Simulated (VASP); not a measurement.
# SiC (k07) (P6_3mc) in VASP: further runs

Runs on SiC (k07). Level: PBEsol. Tasks: single point.

Everything below comes from runs of VASP 6.6.1. Logs are shortened: lines on timing, memory, paths and dates and some standing lists are left out, and cuts for length are marked.

## Step 1: The cell of the first run

Symmetry: P6_3mc, No. 186, hexagonal system. The conventional cell has a = 3.076 Å, b = 3.076 Å, c = 5.048 Å, α = 90.00°, β = 90.00°, γ = 120.00°. Si (site symmetry 3m) has 4 C at 1.88 to 1.89 Å within 2.5 Å. C (site symmetry 3m) has 4 Si at 1.88 to 1.89 Å within 2.5 Å.

## Step 2: Single point, PBEsol

Input file INCAR:

```
SYSTEM = SiC
PREC = Accurate
ENCUT = 520
EDIFF = 1E-7
ISMEAR = 0
SIGMA = 0.1
LREAL = .FALSE.
LASPH = .TRUE.
NELM = 100
ALGO = Normal
ISIF = 2
LWAVE = .FALSE.
LCHARG = .TRUE.
GGA = PS
LELF = .TRUE.
LVHAR = .TRUE.
NBANDS = 16
```

Input file KPOINTS:

```
Automatic mesh
0
G
  6 6 4
  0 0 0
```

Input file POSCAR:

```
SiC
1.0
    3.0760000000      0.0000000000      0.0000000000
   -1.5380000000      2.6638941420      0.0000000000
    0.0000000000      0.0000000000      5.0480000000
Si C
2 2
Direct
    0.3333333333      0.6666666667      0.0000000000
    0.6666666667      0.3333333333      0.5000000000
    0.3333333333      0.6666666667      0.3750000000
    0.6666666667      0.3333333333      0.8750000000
```

Potentials or basis: VASP PAW PBE potentials, release 64 (Si, C).

The run is started by

```bash
> cat potpaw_PBE.64/Si/POTCAR potpaw_PBE.64/C/POTCAR > POTCAR
> mpirun -np 1 vasp_std > vasp.out
```

OUTCAR:

```text
SYSTEM = SiC
   PREC = Accurate
   ENCUT = 520
   EDIFF = 1E-7
   ISMEAR = 0
   LREAL = .FALSE.
   LASPH = .TRUE.
   NELM = 100
   ISIF = 2
   GGA = PS

 ion  position               nearest neighbor table
   1  0.333  0.667  0.000-   4 1.88   4 1.88   4 1.88   3 1.89   2 3.09   2 3.09   2 3.09   2 3.09
                             2 3.09   2 3.09
   2  0.667  0.333  0.500-   3 1.88   3 1.88   3 1.88   4 1.89   1 3.09   1 3.09   1 3.09   1 3.09
                             1 3.09   1 3.09
   3  0.333  0.667  0.375-   2 1.88   2 1.88   2 1.88   1 1.89
   4  0.667  0.333  0.875-   1 1.88   1 1.88   1 1.88   2 1.89

  LATTYP: Found a hexagonal cell.
 ALAT       =     3.0760000000
 C/A-ratio  =     1.6410923277

  Lattice vectors:

 A1 = (   3.0760000000,   0.0000000000,   0.0000000000)
 A2 = (  -1.5380000000,   2.6638941420,   0.0000000000)
 A3 = (   0.0000000000,   0.0000000000,   5.0480000000)

Analysis of symmetry for initial positions (statically):
=====================================================================
 Subroutine PRICEL returns:
 Original cell was already a primitive cell.

 Routine SETGRP: Setting up the symmetry group for a
 hexagonal supercell.

 Subroutine GETGRP returns: Found 12 space group operations
 (whereof  6 operations were pure point group operations)
 out of a pool of 24 trial point group operations.

The static configuration has the point symmetry C_3v.
 The point group associated with its full space group is C_6v.

Analysis of symmetry for dynamics (positions and initial velocities):
=====================================================================
 Subroutine PRICEL returns:
 Original cell was already a primitive cell.

 Routine SETGRP: Setting up the symmetry group for a
 hexagonal supercell.

 Subroutine GETGRP returns: Found 12 space group operations
 (whereof  6 operations were pure point group operations)
 out of a pool of 24 trial point group operations.

The dynamic configuration has the point symmetry C_3v.
 The point group associated with its full space group is C_6v.

 Subroutine INISYM returns: Found 12 space group operations
 (whereof  6 operations are pure point group operations),
 and found     1 'primitive' translations

----------------------------------------------------------------------------------------

                                     Primitive cell

  volume of cell :      41.3640

  direct lattice vectors                    reciprocal lattice vectors
     3.076000000  0.000000000  0.000000000     0.325097529  0.187695146  0.000000000
    -1.538000000  2.663894142  0.000000000     0.000000000  0.375390292  0.000000000
     0.000000000  0.000000000  5.048000000     0.000000000  0.000000000  0.198098257

  length of vectors
     3.076000000  3.076000000  5.048000000     0.375390292  0.375390292  0.198098257

  position of ions in fractional coordinates (direct lattice)
     0.333333333  0.666666667  0.000000000
     0.666666667  0.333333333  0.500000000
     0.333333333  0.666666667  0.375000000
     0.666666667  0.333333333  0.875000000

  ion indices of the primitive-cell ions
   primitive index   ion index
                 1           1
                 2           2
                 3           3
                 4           4

----------------------------------------------------------------------------------------

 KPOINTS: Automatic mesh

Automatic generation of k-mesh.
 Grid dimensions read from file:
 generate k-points for:    6    6    4

 Generating k-lattice:

  Cartesian coordinates                     Fractional coordinates (reciprocal lattice)
     0.054182922  0.031282524  0.000000000     0.166666667  0.000000000  0.000000000
     0.000000000  0.062565049  0.000000000     0.000000000  0.166666667  0.000000000
     0.000000000  0.000000000  0.049524564     0.000000000  0.000000000  0.250000000

  Length of vectors
     0.062565049  0.062565049  0.049524564

  Shift w.r.t. Gamma in fractional coordinates (k-lattice)
     0.000000000  0.000000000  0.000000000

 Subroutine IBZKPT returns following result:
 ===========================================

 Found     21 irreducible k-points:

 Following reciprocal coordinates:
            Coordinates               Weight
  0.000000  0.000000  0.000000      1.000000
  0.166667  0.000000  0.000000      6.000000
  0.333333 -0.000000  0.000000      6.000000
  0.500000 -0.000000  0.000000      3.000000
  0.166667  0.166667  0.000000      6.000000
  0.333333  0.166667  0.000000     12.000000
[... 13 lines left out ...]
  0.333333  0.166667  0.500000     12.000000
  0.333333  0.333333  0.500000      2.000000
   k-points           NKPTS =     21   k-points in BZ     NKDIM =     21   number of bands    NBANDS=     16
   number of dos      NEDOS =    301   number of ions     NIONS =      4
   total plane-waves  NPLWV =  23040
   dimension x,y,z NGX =    24 NGY =   24 NGZ =   40
   dimension x,y,z NGXF=    48 NGYF=   48 NGZF=   80
   ions per type =               2   2
   NGX,Y,Z   is equivalent  to a cutoff of  12.97, 12.97, 13.17 a.u.
   NGXF,Y,Z  is equivalent  to a cutoff of  25.94, 25.94, 26.35 a.u.
 SYSTEM =  SiC
   PREC   = accura    normal or accurate (medium, high low for compatibility)
   ISTART =      0    job   : 0-new  1-cont  2-samecut
   ICHARG =      2    charge: 1-file 2-atom 10-const
   ISPIN  =      1    spin polarized calculation?
   LNONCOLLINEAR =      F non collinear calculations
   LSORBIT =      F    spin-orbit coupling
   LASPH  =      T    aspherical Exc in radial PAW
   ENCUT  =  520.0 eV  38.22 Ry    6.18 a.u.   5.72  5.72  9.39*2*pi/ulx,y,z
   NELM   =    100;   NELMIN=  2; NELMDL= -5     # of ELM steps
   EDIFF  = 0.1E-06   stopping-criterion for ELM
   LREAL  =      F    real-space projection
   EDIFFG = 0.1E-05   stopping-criterion for IOM
   NSW    =      0    number of steps for IOM
   IBRION =     -1    ionic relax: 0-MD 1-quasi-New 2-CG
   NFREE  =      0    steps in history (QN), initial steepest desc. (CG)
   ISIF   =      2    stress and relaxation
   ISYM   =      2    0-nonsym 1-usesym 2-fastsym
   POTIM  = 0.5000    time-step for ionic-motion
   TEBEG  =    0.0;   TEEND  =   0.0 temperature during run
   PSTRESS=    0.0 pullay stress
   NELECT =      16.0000    total number of electrons
   NUPDOWN=      -1.0000    fix difference up-down
   EMIN   =  10.00;   EMAX   =-10.00  energy-range for DOS
   EFERMI =   0.00;   METHOD = LEGACY
   ISMEAR =     0;   SIGMA  =   0.10  broadening in eV -4-tet -1-fermi 0-gaus
   EFERMI_NEDOS =   21; number of points for ismear=-14 and -15
   IALGO  =     38    algorithm
   IMIX   =      4    mixing-type and parameters
     AMIX     =   0.40;   BMIX     =  1.00
     AMIX_MAG =   1.60;   BMIX_MAG =  1.00
  volume/ion in A,a.u.               =      10.34        69.78
  Fermi-wavevector in a.u.,A,eV,Ry     =   1.192817  2.254098 19.358549  1.422813
  Thomas-Fermi vector in A             =   2.328847
   LORBIT       =      0    0 simple, 1 ext, 2 COOP (PROOUT), +10 PAW based schemes
   GGA     = PS    functional components
   LHFCALC =     F    Hartree Fock is set to
   AEXX    =    0.0000 exact exchange contribution
   IVDW    =     0    specifies the selected vdW correction
   LEPSILON=     F    determine dielectric tensor
   LRPA    =     F    only Hartree local field effects (RPA)
 non-spin polarized calculation
 Gauss-broadening in eV      SIGMA  =   0.10
  energy-cutoff  :      520.00
  volume of cell :       41.36
 maximum number of plane-waves:      1132
 NGX is ok and might be reduce to    24
   NGX = 11   NGY = 11   NGZ = 19

 number of electron      16.0000000 magnetization

 Free energy of the ion-electron system (eV)
  ---------------------------------------------------
  ext. energy  EPLUGINS =         0.00000000
  ---------------------------------------------------
  free energy    TOTEN  =       -31.81070420 eV

  energy without entropy =      -31.81070420  energy(sigma->0) =      -31.81070420

 E-fermi :   8.6605     XC(G=0): -11.4985

 val. band max:        8.2235299806   @ k =   0.0000   0.0000   0.0000
 cond. band min:      10.3053903595   @ k =   0.3333   0.3333   0.0000
 fundamental gap:      2.0818603788
 Fermi energy:         8.6604779374

 k-point     1 :       0.0000    0.0000    0.0000
  band No.  band energies     occupation
      1      -7.3790      2.00000
      2      -3.7682      2.00000
      3      -0.5666      2.00000
      4       6.8975      2.00000
      5       6.8975      2.00000
      6       8.0756      2.00000
[... 8 lines left out ...]
     15      17.1122      0.00000
     16      19.4153      0.00000

 k-point     2 :       0.1667    0.0000    0.0000
  band No.  band energies     occupation
      1      -6.8979      2.00000
      2      -3.3632      2.00000
      3      -0.1267      2.00000
      4       4.7023      2.00000
      5       6.1998      2.00000
      6       6.6421      2.00000
[... 8 lines left out ...]
     15      17.6825      0.00000
     16      18.0497      0.00000

 k-point     3 :       0.3333   -0.0000    0.0000
  band No.  band energies     occupation
      1      -5.5208      2.00000
      2      -2.3987      2.00000
      3       0.7326      2.00000
      4       1.9241      2.00000
      5       3.8423      2.00000
      6       5.2458      2.00000
[... 8 lines left out ...]
     15      19.0551      0.00000
     16      20.2078      0.00000

 k-point     4 :       0.5000   -0.0000    0.0000
  band No.  band energies     occupation
      1      -4.0261      2.00000
      2      -2.5631      2.00000
      3       0.4294      2.00000
      4       1.9072      2.00000
      5       2.7212      2.00000
      6       4.8524      2.00000
[... 8 lines left out ...]
     15      18.4698      0.00000
     16      20.6097      0.00000
[... 267 lines left out ...]
 k-point    19 :       0.1667    0.1667    0.5000
  band No.  band energies     occupation
      1      -4.8148      2.00000
      2      -4.8148      2.00000
      3       2.8352      2.00000
      4       2.8352      2.00000
      5       5.1684      2.00000
      6       5.1684      2.00000
[... 8 lines left out ...]
     15      18.3950      0.00000
     16      18.3950      0.00000

 k-point    20 :       0.3333    0.1667    0.5000
  band No.  band energies     occupation
      1      -3.3209      2.00000
      2      -3.3209      2.00000
      3       0.6837      2.00000
      4       0.6837      2.00000
      5       4.0748      2.00000
      6       4.0748      2.00000
[... 8 lines left out ...]
     15      19.8415      0.00000
     16      19.8415      0.00000

 k-point    21 :       0.3333    0.3333    0.5000
  band No.  band energies     occupation
      1      -2.5348      2.00000
      2      -2.5348      2.00000
      3       0.4298      2.00000
      4       0.4298      2.00000
      5       2.5060      2.00000
      6       2.5060      2.00000
[... 8 lines left out ...]
     15      19.7492      0.00000
     16      19.7492      0.00000

------------------------ aborting loop because EDIFF is reached ----------------------------------------

  FORCE on cell =-STRESS in cart. coord.  units (eV):
  Direction    XX          YY          ZZ          XY          YZ          ZX
  --------------------------------------------------------------------------------------
  -------------------------------------------------------------------------------------
  Total        0.0611401      0.0611401      0.1382189      0.0000000     -0.0000000      0.0000000
  in kB        2.3681781      2.3681781      5.3537169      0.0000000     -0.0000000      0.0000000
  external PRESSURE =       3.3633577 kB  Pullay stress =       0.0000000 kB

 VOLUME and BASIS-vectors are now :
 -----------------------------------------------------------------------------
  energy-cutoff  :      520.00
  volume of cell :       41.36
      direct lattice vectors                 reciprocal lattice vectors
     3.076000000  0.000000000  0.000000000     0.325097529  0.187695146  0.000000000
    -1.538000000  2.663894142  0.000000000     0.000000000  0.375390292  0.000000000
     0.000000000  0.000000000  5.048000000     0.000000000  0.000000000  0.198098257

 POSITION                                       TOTAL-FORCE (eV/Angst)
 -----------------------------------------------------------------------------------
     -0.00000      1.77593      0.00000         0.000000      0.000000     -0.081380
      1.53800      0.88796      2.52400        -0.000000      0.000000     -0.081380
     -0.00000      1.77593      1.89300         0.000000     -0.000000      0.081380
      1.53800      0.88796      4.41700        -0.000000      0.000000      0.081380
 -----------------------------------------------------------------------------------
    total drift:                               -0.000000      0.000000     -0.000214

  FREE ENERGIE OF THE ION-ELECTRON SYSTEM (eV)
  ---------------------------------------------------
  free  energy   TOTEN  =       -31.8107041984 eV

  energy  without entropy=      -31.8107041984  energy(sigma->0) =      -31.81070420
```

It took 7.6 s on 1 thread of Intel Xeon 6975P-C (Granite Rapids), shared host; peak memory 0.15 GiB.

Results:

| Item | Value |
| --- | --- |
| Free energy | -31.8107 eV |
| Pressure | 0.3 GPa |
| Largest force | 0.081 eV/Å |
| Band gap on the k mesh | 2.08 eV, indirect (least direct gap 3.84 eV) |

Forces in eV/Å, atoms in the order of the input:
```
Si   0.000  0.000 -0.081
Si   0.000  0.000 -0.081
C    0.000  0.000  0.081
C    0.000  0.000  0.081
```

Caveat: the PAW data sets were made with another functional, which shifts forces and pressure a little.

## Step 3: Single point, PBEsol

Input file INCAR:

```
PREC = Accurate
ENCUT = 520
EDIFF = 1E-6
ISMEAR = 0
SIGMA = 0.02
LREAL = False
LASPH = True
NELM = 100
ALGO = Normal
ISIF = 2
LWAVE = False
LCHARG = True
GGA = PS
LELF = True
LVHAR = True
NBANDS = 16
```

Input file KPOINTS:

```
Automatic mesh
0
Gamma
  15 15 8
```

Input file POSCAR:

```
SiC
1.0
    3.0759807156      0.0000000000      0.0000000000
   -1.5379903578      2.6638774413      0.0000000000
    0.0000000000      0.0000000000      5.0478465815
Si C
2 2
Direct
    0.3333333333      0.6666666667     -0.0004100992
    0.6666666667      0.3333333333      0.4995899008
    0.3333333333      0.6666666667      0.3754100992
    0.6666666667      0.3333333333      0.8754100992
```

Potentials or basis: VASP PAW PBE potentials, release 64 (Si, C).

The run is started by

```bash
> cat potpaw_PBE.64/Si/POTCAR potpaw_PBE.64/C/POTCAR > POTCAR
> mpirun -np 1 vasp_std > vasp.out
```

Run time: 26 s. Hardware: 1 thread of Intel Xeon 6975P-C (Granite Rapids), shared host; peak memory 0.2 GiB.

Results (log left out):

- Free energy: -31.8222 eV
- Pressure: 0.3 GPa
- Band gap on the k mesh: 2.11 eV, indirect (least direct gap 3.86 eV)

Levels at points of the mesh, in eV from the valence-band top:
| k point | band 6 | band 7 | band 8 | band 9 | band 10 | band 11 |
| --- | --- | --- | --- | --- | --- | --- |
| (0.00, 0.00, 0.00) | -0.11 | 0.00 | 0.00 | 4.74 | 6.15 | 6.59 |
| (0.00, 0.00, 0.50) | -0.71 | -0.71 | -0.71 | 5.83 | 5.83 | 7.27 |

Caveat: the PAW data sets were made with another functional, which shifts forces and pressure a little.
